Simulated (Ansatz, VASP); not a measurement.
**One calculation of NaI, two programs**

File INCAR:

```
SYSTEM = NaI
PREC = Accurate
ENCUT = 520
EDIFF = 1E-8
ISMEAR = -1
SIGMA = 0.02
LREAL = .False.
LASPH = .True.
NELM = 100
ALGO = Normal
ISIF = 2
LWAVE = .False.
LCHARG = .False.
GGA = CA
LEFG = .True.
NBANDS = 14
```

Contents of KPOINTS:

```
regular mesh
0
Gamma
  8 8 8
  0 0 0
```

POSCAR

```
NaI
1.0
    0.0000000000      3.2364000000      3.1716720000
    3.2364000000      0.0000000000      3.1716720000
    3.2364000000      3.2364000000      0.0000000000
Na I
1 1
Direct
    0.0000000000      0.0000000000      0.0000000000
    0.5000000000      0.5000000000      0.5000000000
```

Input for Ansatz:

```yaml
crystal:
  lattice:
    - [0.0, 3.2364, 3.171672]
    - [3.2364, 0.0, 3.171672]
    - [3.2364, 3.2364, 0.0]
  atoms:
    - { symbol: Na, position: [0.0, 0.0, 0.0] }
    - { symbol: I, position: [0.5, 0.5, 0.5] }
kpoints:
  mp_grid: { grid: [8, 8, 8] }
scf:
  occupations: { method: fermi_dirac, width: 0.02 }
hamiltonian:
  xc: lda
  pseudopotentials: { kind: all_electron, datasets: crystal }
output:
  forces: true
  stress: true
  eigenvalues: true
  efg: { contact_densities: true }
```

Change from the starting cell: zz strain of -2 %, crystal datasets.

Alike in both runs: task electric field gradients; functional LDA; k mesh 8 × 8 × 8; occupations fermi-dirac, width 0.02 eV; no spin polarisation.

|  | VASP | Ansatz |
| --- | --- | --- |
| version | VASP 6.6.1 | Ansatz 0.2.0 |
| potentials or method | VASP PAW LDA potentials, release 64 (Na_pv, I), cutoff 520 eV | all-electron PAW with datasets made for the crystal, scalar-relativistic |

VASP gave:

```
gap on the k mesh at the Fermi level (eV)                     : 3.39
pressure (GPa)                                                : -1.3
traceless stress, the component that is largest in VASP (GPa) : 0.31
size of Vzz on the site where it differs most (V/Å²)          : 1.3
```

Task: What did Ansatz give for the same quantities?

Result: gap on the k mesh at the Fermi level (eV): 3.38; pressure (GPa): -1.4; traceless stress, the component that is largest in VASP (GPa): 0.31; size of Vzz on the site where it differs most (V/Å²): 1.9.

LDA's correlation is that of Perdew and Zunger in VASP and of Perdew and Wang (1992) in Ansatz. Ansatz ran all-electron here, and VASP with PAW potentials.

Neither program's run includes spin-orbit coupling.
